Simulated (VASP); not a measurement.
Input of a VASP 6.6.1 run:

File INCAR:

```
PREC = Accurate
ENCUT = 520
EDIFF = 1E-7
ISMEAR = 0
SIGMA = 0.1
LREAL = False
LASPH = True
NELM = 100
ALGO = Fast
ISIF = 2
LWAVE = False
LCHARG = False
GGA = PE
NBANDS = 18
```

Contents of KPOINTS:

```
regular mesh
0
Gamma
  12 12 6
```

POSCAR

```
Au
1.0
    1.3765904572     -2.5578416875     -0.0364534167
    1.4185444578      2.5810074350      0.0013541817
   -0.0608464880      0.0361901094      4.9685663764
Au
2
Direct
    0.6464970626      0.3230456515      0.2532787502
    0.3022856735      0.6592323313      0.7401851646
```

Potentials or basis: VASP PAW PBE potentials, release 64 (Au).

Run with:

```sh
$ cat potpaw_PBE.64/Au/POTCAR > POTCAR
$ mpirun -np 1 vasp_std > vasp.out
```

(1) What does it give for the band gap on the k mesh?

(2) Estimate the largest force.

(3) What does it give for the pressure?

Results:

(1) zero (bands 11 and 12 overlap by 6.07 eV).

(2) 0.422 eV/Å.

(3) 2.2 GPa.

Caveat: the cell differs from its parent crystal (atoms moved at random and the cell strained at random); spin-orbit coupling is left out, which moves the levels of the heavy elements.
